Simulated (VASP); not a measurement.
# InSb (I4/mmm) in VASP: a series of runs

The runs below take InSb through single point, with PBE.

Program: VASP 6.6.1. These are calculated values, not measurements. Logs are shortened: lines on timing, memory, paths and dates and some standing lists are left out, and cuts for length are marked.

### 1 The cell of the first run

The structure is tetragonal, space group I4/mmm (No. 139). Conventional cell: a = 4.023 Å, b = 4.023 Å, c = 7.073 Å, α = 90.00°, β = 90.00°, γ = 90.00°. In (site symmetry 4/mmm) has 6 Sb at 2.84 to 3.54 Å within 3.7 Å. Sb (site symmetry 4/mmm) has 6 In at 2.84 to 3.54 Å within 3.7 Å.

### 2 Single point, PBE

The input, INCAR:

```
SYSTEM = InSb
PREC = Accurate ; ENCUT = 520
EDIFF = 1E-6 ; ISMEAR = 0
SIGMA = 0.15 ; LREAL = .False.
LASPH = .True. ; NELM = 100
ALGO = Normal ; ISIF = 2
LWAVE = .False. ; LCHARG = .False.
GGA = PE ; NBANDS = 16
```

The input, KPOINTS:

```
Automatic mesh
0
Gamma
  12 12 12
  0 0 0
```

The input, POSCAR:

```
InSb
1.0
    0.0000000000      2.8445450131      3.5364613676
    2.8445450131      0.0000000000      3.5364613676
    2.8445450131      2.8445450131      0.0000000000
In Sb
1 1
Direct
    0.0000000000      0.0000000000      0.0000000000
    0.5000000000      0.5000000000      0.5000000000
```

Potentials or basis: VASP PAW PBE potentials, release 64 (In_d, Sb).

The run is started by

```console
cat potpaw_PBE.64/In_d/POTCAR potpaw_PBE.64/Sb/POTCAR > POTCAR
mpirun -np 1 vasp_std > vasp.out
```

OUTCAR:

```text
SYSTEM = InSb
   PREC = Accurate
   ENCUT = 520
   EDIFF = 1E-6
   ISMEAR = 0
   LREAL = .False.
   LASPH = .True.
   NELM = 100
   ISIF = 2
   GGA = PE

 ion  position               nearest neighbor table
   1  0.000  0.000  0.000-   2 2.84   2 2.84   2 2.84   2 2.84   2 3.54   2 3.54
   2  0.500  0.500  0.500-   1 2.84   1 2.84   1 2.84   1 2.84   1 3.54   1 3.54

  LATTYP: Found a body centered tetragonal cell.
 ALAT       =     4.0227941363
 C/A-ratio  =     1.7582114559

  Lattice vectors:

 A1 = (  -2.8445450131,   0.0000000000,   3.5364613676)
 A2 = (   2.8445450131,   0.0000000000,   3.5364613676)
 A3 = (   0.0000000000,   2.8445450131,  -3.5364613676)

Analysis of symmetry for initial positions (statically):
=====================================================================
 Subroutine PRICEL returns:
 Original cell was already a primitive cell.

 Routine SETGRP: Setting up the symmetry group for a
 body centered tetragonal supercell.

 Subroutine GETGRP returns: Found 16 space group operations
 (whereof 16 operations were pure point group operations)
 out of a pool of 16 trial point group operations.

The static configuration has the point symmetry D_4h.

Analysis of symmetry for dynamics (positions and initial velocities):
=====================================================================
 Subroutine PRICEL returns:
 Original cell was already a primitive cell.

 Routine SETGRP: Setting up the symmetry group for a
 body centered tetragonal supercell.

 Subroutine GETGRP returns: Found 16 space group operations
 (whereof 16 operations were pure point group operations)
 out of a pool of 16 trial point group operations.

The dynamic configuration has the point symmetry D_4h.

 Subroutine INISYM returns: Found 16 space group operations
 (whereof 16 operations are pure point group operations),
 and found     1 'primitive' translations

----------------------------------------------------------------------------------------

                                     Primitive cell

  volume of cell :      57.2301

  direct lattice vectors                    reciprocal lattice vectors
     0.000000000  2.844545013  3.536461368    -0.175775035  0.175775035  0.141384267
     2.844545013  0.000000000  3.536461368     0.175775035 -0.175775035  0.141384267
     2.844545013  2.844545013  0.000000000     0.175775035  0.175775035 -0.141384267

  length of vectors
     4.538501442  4.538501442  4.022794136     0.285977686  0.285977686  0.285977686

  position of ions in fractional coordinates (direct lattice)
     0.000000000  0.000000000  0.000000000
     0.500000000  0.500000000  0.500000000

  ion indices of the primitive-cell ions
   primitive index   ion index
                 1           1
                 2           2

----------------------------------------------------------------------------------------

 KPOINTS: Automatic mesh

Automatic generation of k-mesh.
 Grid dimensions read from file:
 generate k-points for:   12   12   12

 Generating k-lattice:

  Cartesian coordinates                     Fractional coordinates (reciprocal lattice)
    -0.014647920  0.014647920  0.011782022     0.083333333  0.000000000  0.000000000
     0.014647920 -0.014647920  0.011782022     0.000000000  0.083333333  0.000000000
     0.014647920  0.014647920 -0.011782022    -0.000000000 -0.000000000  0.083333333

  Length of vectors
     0.023831474  0.023831474  0.023831474

  Shift w.r.t. Gamma in fractional coordinates (k-lattice)
     0.000000000  0.000000000  0.000000000

 Subroutine IBZKPT returns following result:
 ===========================================

 Found    163 irreducible k-points:

 Following reciprocal coordinates:
            Coordinates               Weight
  0.000000  0.000000  0.000000      1.000000
  0.083333 -0.000000  0.000000      8.000000
  0.166667 -0.000000  0.000000      8.000000
  0.250000  0.000000  0.000000      8.000000
  0.333333  0.000000  0.000000      8.000000
  0.416667 -0.000000  0.000000      8.000000
[... 16 lines left out ...]
  0.500000  0.166667  0.000000      8.000000
 -0.416667  0.166667  0.000000      8.000000
 [... further k-points ...]
   k-points           NKPTS =    163   k-points in BZ     NKDIM =    163   number of bands    NBANDS=     16
   number of dos      NEDOS =    301   number of ions     NIONS =      2
   total plane-waves  NPLWV =  38880
   dimension x,y,z NGX =    36 NGY =   36 NGZ =   30
   dimension x,y,z NGXF=    72 NGYF=   72 NGZF=   60
   ions per type =               1   1
   NGX,Y,Z   is equivalent  to a cutoff of  13.19, 13.19, 12.40 a.u.
   NGXF,Y,Z  is equivalent  to a cutoff of  26.37, 26.37, 24.80 a.u.
 SYSTEM =  InSb
   PREC   = accura    normal or accurate (medium, high low for compatibility)
   ISTART =      0    job   : 0-new  1-cont  2-samecut
   ICHARG =      2    charge: 1-file 2-atom 10-const
   ISPIN  =      1    spin polarized calculation?
   LNONCOLLINEAR =      F non collinear calculations
   LSORBIT =      F    spin-orbit coupling
   LASPH  =      T    aspherical Exc in radial PAW
   ENCUT  =  520.0 eV  38.22 Ry    6.18 a.u.   8.44  8.44  7.48*2*pi/ulx,y,z
   NELM   =    100;   NELMIN=  2; NELMDL= -5     # of ELM steps
   EDIFF  = 0.1E-05   stopping-criterion for ELM
   LREAL  =      F    real-space projection
   EDIFFG = 0.1E-04   stopping-criterion for IOM
   NSW    =      0    number of steps for IOM
   IBRION =     -1    ionic relax: 0-MD 1-quasi-New 2-CG
   NFREE  =      0    steps in history (QN), initial steepest desc. (CG)
   ISIF   =      2    stress and relaxation
   ISYM   =      2    0-nonsym 1-usesym 2-fastsym
   POTIM  = 0.5000    time-step for ionic-motion
   TEBEG  =    0.0;   TEEND  =   0.0 temperature during run
   PSTRESS=    0.0 pullay stress
   NELECT =      18.0000    total number of electrons
   NUPDOWN=      -1.0000    fix difference up-down
   EMIN   =  10.00;   EMAX   =-10.00  energy-range for DOS
   EFERMI =   0.00;   METHOD = LEGACY
   ISMEAR =     0;   SIGMA  =   0.15  broadening in eV -4-tet -1-fermi 0-gaus
   EFERMI_NEDOS =   21; number of points for ismear=-14 and -15
   IALGO  =     38    algorithm
   IMIX   =      4    mixing-type and parameters
     AMIX     =   0.40;   BMIX     =  1.00
     AMIX_MAG =   1.60;   BMIX_MAG =  1.00
  volume/ion in A,a.u.               =      28.62       193.10
  Fermi-wavevector in a.u.,A,eV,Ry     =   1.113331  2.103890 16.864490  1.239505
  Thomas-Fermi vector in A             =   2.249914
   LORBIT       =      0    0 simple, 1 ext, 2 COOP (PROOUT), +10 PAW based schemes
   GGA     = PE    functional components
   LHFCALC =     F    Hartree Fock is set to
   AEXX    =    0.0000 exact exchange contribution
   IVDW    =     0    specifies the selected vdW correction
   LEPSILON=     F    determine dielectric tensor
   LRPA    =     F    only Hartree local field effects (RPA)
 non-spin polarized calculation
 Gauss-broadening in eV      SIGMA  =   0.15
  energy-cutoff  :      520.00
  volume of cell :       57.23
 maximum number of plane-waves:      1573
 NGX is ok and might be reduce to    36
   NGX = 17   NGY = 17   NGZ = 15

 number of electron      18.0000003 magnetization

 Free energy of the ion-electron system (eV)
  ---------------------------------------------------
  ext. energy  EPLUGINS =         0.00000000
  ---------------------------------------------------
  free energy    TOTEN  =        -6.26672800 eV

  energy without entropy =       -6.25352097  energy(sigma->0) =       -6.26012449

 E-fermi :   6.7690     XC(G=0):  -9.7152

 val. band max:        6.7630150162   @ k =  -0.3333   0.1667   0.5000
 cond. band min:       6.7809585402   @ k =   0.2500   0.0000   0.1667
 fundamental gap:      0.0179435241
 Fermi energy:         6.7690389890

 k-point     1 :       0.0000    0.0000    0.0000
  band No.  band energies     occupation
      1      -7.9121      2.00000
      2      -7.8704      2.00000
      3      -7.8588      2.00000
      4      -7.7954      2.00000
      5      -7.7954      2.00000
      6      -4.4055      2.00000
[... 8 lines left out ...]
     15      13.6616      0.00000
     16      14.4576      0.00000

 k-point     2 :       0.0833   -0.0000    0.0000
  band No.  band energies     occupation
      1      -7.9084      2.00000
      2      -7.8758      2.00000
      3      -7.8557      2.00000
      4      -7.7966      2.00000
      5      -7.7945      2.00000
      6      -4.3339      2.00000
[... 8 lines left out ...]
     15      13.7486      0.00000
     16      14.3005      0.00000

 k-point     3 :       0.1667   -0.0000    0.0000
  band No.  band energies     occupation
      1      -7.9004      2.00000
      2      -7.8907      2.00000
      3      -7.8454      2.00000
      4      -7.7999      2.00000
      5      -7.7922      2.00000
      6      -4.1209      2.00000
[... 8 lines left out ...]
     15      13.6901      0.00000
     16      14.1274      0.00000

 k-point     4 :       0.2500    0.0000    0.0000
  band No.  band energies     occupation
      1      -7.9109      2.00000
      2      -7.8939      2.00000
      3      -7.8286      2.00000
      4      -7.8036      2.00000
      5      -7.7889      2.00000
      6      -3.7749      2.00000
[... 8 lines left out ...]
     15      14.5105      0.00000
     16      14.6448      0.00000
[... 324 lines left out ...]
 k-point    22 :       0.4167    0.1667    0.0000
  band No.  band energies     occupation
      1      -7.9152      2.00000
      2      -7.9093      2.00000
      3      -7.8345      2.00000
      4      -7.7961      2.00000
      5      -7.7809      2.00000
      6      -3.2531      2.00000
[... 8 lines left out ...]
     15      16.0308      0.00000
     16      16.5431      0.00000

 k-point    23 :       0.5000    0.1667    0.0000
  band No.  band energies     occupation
      1      -7.9298      2.00000
      2      -7.9048      2.00000
      3      -7.8181      2.00000
      4      -7.7994      2.00000
      5      -7.7798      2.00000
      6      -2.8234      2.00000
[... 8 lines left out ...]
     15      16.8258      0.00000
     16      17.2138      0.00000

 k-point    24 :      -0.4167    0.1667    0.0000
  band No.  band energies     occupation
      1      -7.9449      2.00000
      2      -7.8957      2.00000
      3      -7.8140      2.00000
      4      -7.7924      2.00000
      5      -7.7804      2.00000
      6      -2.5435      2.00000
[... 8 lines left out ...]
     15      16.6142      0.00000
     16      17.0810      0.00000

 [... further k-points ...]

------------------------ aborting loop because EDIFF is reached ----------------------------------------

  FORCE on cell =-STRESS in cart. coord.  units (eV):
  Direction    XX          YY          ZZ          XY          YZ          ZX
  --------------------------------------------------------------------------------------
  -------------------------------------------------------------------------------------
  Total        3.6767557      3.6767557     -1.5432789      0.0000000      0.0000000      0.0000000
  in kB      102.9320961    102.9320961    -43.2046469      0.0000000      0.0000000      0.0000000
  external PRESSURE =      54.2198485 kB  Pullay stress =       0.0000000 kB

 VOLUME and BASIS-vectors are now :
 -----------------------------------------------------------------------------
  energy-cutoff  :      520.00
  volume of cell :       57.23
      direct lattice vectors                 reciprocal lattice vectors
     0.000000000  2.844545013  3.536461368    -0.175775035  0.175775035  0.141384267
     2.844545013  0.000000000  3.536461368     0.175775035 -0.175775035  0.141384267
     2.844545013  2.844545013  0.000000000     0.175775035  0.175775035 -0.141384267

 POSITION                                       TOTAL-FORCE (eV/Angst)
 -----------------------------------------------------------------------------------
      0.00000      0.00000      0.00000         0.000000      0.000000      0.000000
      2.84455      2.84455      3.53646        -0.000000     -0.000000      0.000000
 -----------------------------------------------------------------------------------
    total drift:                               -0.000000      0.000000      0.000000

  FREE ENERGIE OF THE ION-ELECTRON SYSTEM (eV)
  ---------------------------------------------------
  free  energy   TOTEN  =        -6.2667280013 eV

  energy  without entropy=       -6.2535209714  energy(sigma->0) =       -6.26012449
```

Wall time 68 s (1 thread of Intel Xeon Platinum 8488C (Sapphire Rapids), shared host); peak memory 0.3 GiB.

Results:

| Property | Result |
| --- | --- |
| Free energy | -6.2667 eV |
| Pressure | 5.4 GPa |
| Band gap on the k mesh | zero (bands 9 and 10 overlap by 2.60 eV) |

Stress tensor (GPa, compression positive):
```
10.29  0.00  0.00
 0.00 10.29  0.00
 0.00  0.00 -4.32
```

Levels at points of the mesh, in eV from the Fermi level:
```
           k point  band 6  band 7  band 8  band 9  band 10  band 11  band 12  band 13
(0.00, 0.00, 0.00)  -11.17   -0.71   -0.71   -0.05     0.56     3.58     5.47     5.74
(0.50, 0.00, 0.00)   -9.39   -6.72   -0.42    0.95     1.10     3.15     3.28     4.07
(0.50, 0.50, 0.00)   -9.86   -4.39   -1.67   -1.67    -1.65     3.82     8.35     9.12
(0.50, 0.00, 0.50)   -7.95   -4.66   -3.79   -3.56    -1.22     3.17     5.28     9.14
```

Caveat: the cell differs from its parent crystal (strain +e along x and -e along y +0.0000, strain +e along z and -e/2 along x and y +0.1500); the cell stands under pressure; spin-orbit coupling is left out, which moves the levels of the heavy elements.

### 3 Single point, PBE

The input, INCAR:

```
ALGO = Normal ; EDIFF = 1E-6
ENCUT = 520 ; GGA = PE
ISIF = 2 ; ISMEAR = 0
LASPH = True ; LCHARG = False
LREAL = False ; LWAVE = False
NBANDS = 16 ; NELM = 80
PREC = Accurate ; SIGMA = 0.15
```

The input, KPOINTS:

```
k-points
0
Gamma
  12 12 12
```

The input, POSCAR:

```
InSb
1.0
    0.0000000000      3.2289429878      2.7676654181
    3.2289429878      0.0000000000      2.7676654181
    3.2289429878      3.2289429878      0.0000000000
In Sb
1 1
Direct
    0.0000000000      0.0000000000      0.0000000000
    0.5000000000      0.5000000000      0.5000000000
```

Potentials or basis: VASP PAW PBE potentials, release 64 (In_d, Sb).

The run is started by

```console
cat potpaw_PBE.64/In_d/POTCAR potpaw_PBE.64/Sb/POTCAR > POTCAR
mpirun -np 1 vasp_std > vasp.out
```

Run time: 59 s. Hardware: 1 thread of Intel Xeon Platinum 8488C (Sapphire Rapids), shared host; peak memory 0.3 GiB.

It converged, with:

- Free energy: -6.3749 eV
- Pressure: 3.2 GPa
- Band gap on the k mesh: zero (bands 9 and 10 overlap by 3.13 eV)

Stress tensor (GPa, compression positive):
```
-2.70  0.00  0.00
 0.00 -2.70  0.00
 0.00  0.00 15.04
```

Levels at points of the mesh, in eV from the Fermi level:
```csv
k point,band 6,band 7,band 8,band 9,band 10,band 11,band 12,band 13
"(0.00, 0.00, 0.00)",-10.99,-1.16,-0.27,0.50,0.50,4.67,4.67,6.02
"(0.50, 0.00, 0.00)",-9.25,-6.51,-0.03,0.37,1.62,1.96,3.83,3.96
"(0.50, 0.50, 0.00)",-7.86,-4.46,-3.92,-2.56,-2.56,2.86,7.92,7.92
"(0.50, 0.00, 0.50)",-8.94,-4.44,-2.74,-2.70,-1.01,3.58,6.13,9.36
```

Caveat: the cell differs from its parent crystal (strain +e along x and -e along y +0.0000, strain +e along z and -e/2 along x and y -0.1000); the cell stands under pressure; spin-orbit coupling is left out, which moves the levels of the heavy elements.

### 4 Single point, PBE

The input, INCAR:

```
SYSTEM = InSb
  PREC = Accurate
  ENCUT = 520
  EDIFF = 1E-6
  ISMEAR = 0
  SIGMA = 0.15
  LREAL = .FALSE.
  LASPH = .TRUE.
  NELM = 80
  ALGO = Normal
  ISIF = 2
  LWAVE = .FALSE.
  LCHARG = .TRUE.
  GGA = PE
  LELF = .TRUE.
  LVHAR = .TRUE.
  NBANDS = 16
```

The input, KPOINTS:

```
Automatic mesh
0
G
  12 12 12
  0 0 0
```

The input, POSCAR:

```
InSb
1.0
    0.0000000000      2.9214246080      3.3827021777
    2.9214246080      0.0000000000      3.3827021777
    2.9214246080      2.9214246080      0.0000000000
In Sb
1 1
Direct
    0.0000000000      0.0000000000      0.0000000000
    0.5000000000      0.5000000000      0.5000000000
```

The run is started by

```console
cat potpaw_PBE.64/In_d/POTCAR potpaw_PBE.64/Sb/POTCAR > POTCAR
mpirun -np 1 vasp_std > vasp.out
```

Wall time 68 s (1 thread of Intel Xeon Platinum 8488C (Sapphire Rapids), shared host); peak memory 0.31 GiB.

The run converged. Its results:

```
Free energy            : -6.4873 eV
Pressure               : 2.4 GPa
Band gap on the k mesh : zero (bands 9 and 10 overlap by 2.59 eV)
```

Stress tensor (GPa, compression positive):
```
 5.79  0.00  0.00
 0.00  5.79  0.00
 0.00  0.00 -4.27
```

Levels at points of the mesh, in eV from the Fermi level:
| k point | band 7 | band 8 | band 9 | band 10 | band 11 | band 12 |
| --- | --- | --- | --- | --- | --- | --- |
| (0.00, 0.00, 0.00) | -0.51 | -0.51 | -0.31 | 0.68 | 3.92 | 5.66 |
| (0.50, 0.00, 0.00) | -6.51 | -0.17 | 0.73 | 1.43 | 2.94 | 2.96 |
| (0.50, 0.50, 0.00) | -4.35 | -2.27 | -1.77 | -1.77 | 3.64 | 8.75 |
| (0.50, 0.00, 0.50) | -4.50 | -3.68 | -3.07 | -1.49 | 3.16 | 6.07 |

Caveat: the cell differs from its parent crystal (strain +e along x and -e along y +0.0000, strain +e along z and -e/2 along x and y +0.1000); spin-orbit coupling is left out, which moves the levels of the heavy elements.

### 5 Overview

```tsv
cell	gap on the mesh (eV)	pressure (GPa)
a = 4.539, b = 4.539, c = 4.023 Å, angles 63.7, 63.7, 52.6°, 2 atoms	none	5.4
a = 4.253, b = 4.253, c = 4.566 Å, angles 57.5, 57.5, 64.9°, 2 atoms	none	3.2
a = 4.470, b = 4.470, c = 4.132 Å, angles 62.5, 62.5, 55.1°, 2 atoms	none	2.4
```

Alike in all rows: task single point; level PBE; potentials or basis VASP PAW PBE potentials, release 64 (In_d, Sb); no spin polarisation; k mesh 12 × 12 × 12; cutoff (eV) 520; smearing gaussian 0.15 eV.

Caveats: spin-orbit coupling is left out, which moves the levels of the heavy elements; the cell stands under pressure (at least some runs).

Total energies depend on the potentials used, so only differences within one code and one set of settings carry meaning.
